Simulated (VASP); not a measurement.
**Ca: single point with PBE**

Crystal: Ca.

```xyz
1
Lattice="3.4988 0.0000 0.0000 0.0000 3.4988 0.0000 0.0000 0.0000 3.4988" Properties=species:S:1:pos:R:3 pbc="T T T"
Ca    0.0000    0.0000    0.0000
```

This isn't the form of Ca at room conditions, which is fcc.

| Item | Value |
| --- | --- |
| Program | VASP 6.6.1 |
| Task | single point |
| Functional | PBE |
| Potentials or basis | VASP PAW PBE potentials, release 64 (Ca_sv) |
| Cutoff | 520 eV |
| k mesh | 31 × 31 × 31 |
| Occupations | fermi-dirac, width 0.0612256 eV |
| Spin | no spin polarisation |

```json
{
  "Pressure": "0.2 GPa",
  "Band gap on the k mesh": "zero (bands 5 and 6 overlap by 1.14 eV)"
}
```

Levels at points of the mesh, in eV from the Fermi level:
```tsv
k point	band 2	band 3	band 4	band 5	band 6	band 7	band 8	band 9
(0.00, 0.00, 0.00)	-23.08	-23.08	-23.08	-3.85	0.83	0.83	4.11	4.11
```

Run time: 93 s on 1 thread of Intel(R) Xeon(R) 6975P-C (Granite Rapids) (shared host), peak memory 0.47 GiB.
